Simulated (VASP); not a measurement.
ScZn: single point with LDA

Crystal: ScZn.

```
CELL_PARAMETERS angstrom
3.35000 0.00000 0.00000
0.00000 3.35000 0.00000
0.00000 0.00000 3.35000
ATOMIC_POSITIONS crystal
Sc 0.00000 0.00000 0.00000
Zn 0.50000 0.50000 0.50000
```

```json
{
  "Program": "VASP 6.6.1",
  "Task": "single point",
  "Functional": "LDA",
  "Potentials or basis": "VASP PAW LDA potentials, release 64 (Sc_sv, Zn)",
  "Cutoff": "520 eV",
  "k mesh": "8 × 8 × 8",
  "Occupations": "fermi-dirac, width 0.1 eV",
  "Spin": "collinear spin, zero start",
  "Starting moments": "[0.0, 0.0] μB"
}
```

```json
{
  "Pressure": "-6.2 GPa",
  "Net moment": "0.00 μB per cell",
  "Valence electrons inside the program's atomic spheres": "Sc 9.39; Zn 10.84"
}
```

Levels at points of the mesh, in eV from the Fermi level:
Spin up:
| k point | band 9 | band 10 | band 11 | band 12 | band 13 | band 14 | band 15 | band 16 |
| --- | --- | --- | --- | --- | --- | --- | --- | --- |
| (0.00, 0.00, 0.00) | -6.95 | -6.95 | 0.09 | 0.09 | 2.88 | 2.88 | 2.88 | 5.40 |
| (0.50, 0.00, 0.00) | -6.92 | -4.41 | -3.56 | 0.36 | 1.19 | 1.19 | 2.91 | 3.85 |
| (0.50, 0.50, 0.00) | -6.78 | -3.58 | -0.53 | -0.53 | 0.24 | 2.09 | 2.09 | 3.59 |
| (0.50, 0.50, 0.50) | -6.77 | -1.65 | -1.65 | -1.65 | 0.66 | 3.66 | 3.66 | 5.05 |
Spin down:
| k point | band 10 | band 11 | band 12 | band 13 | band 14 | band 15 |
| --- | --- | --- | --- | --- | --- | --- |
| (0.00, 0.00, 0.00) | -6.95 | 0.09 | 0.09 | 2.88 | 2.88 | 2.88 |
| (0.50, 0.00, 0.00) | -4.41 | -3.56 | 0.36 | 1.19 | 1.19 | 2.91 |
| (0.50, 0.50, 0.00) | -3.58 | -0.53 | -0.53 | 0.24 | 2.09 | 2.09 |
| (0.50, 0.50, 0.50) | -1.65 | -1.65 | -1.65 | 0.66 | 3.66 | 3.66 |

Run time: 41 s on 1 thread of Intel(R) Xeon(R) Platinum 8259CL CPU @ 2.50GHz (Skylake/Cascade Lake), with other jobs on the host, peak memory 0.18 GiB.
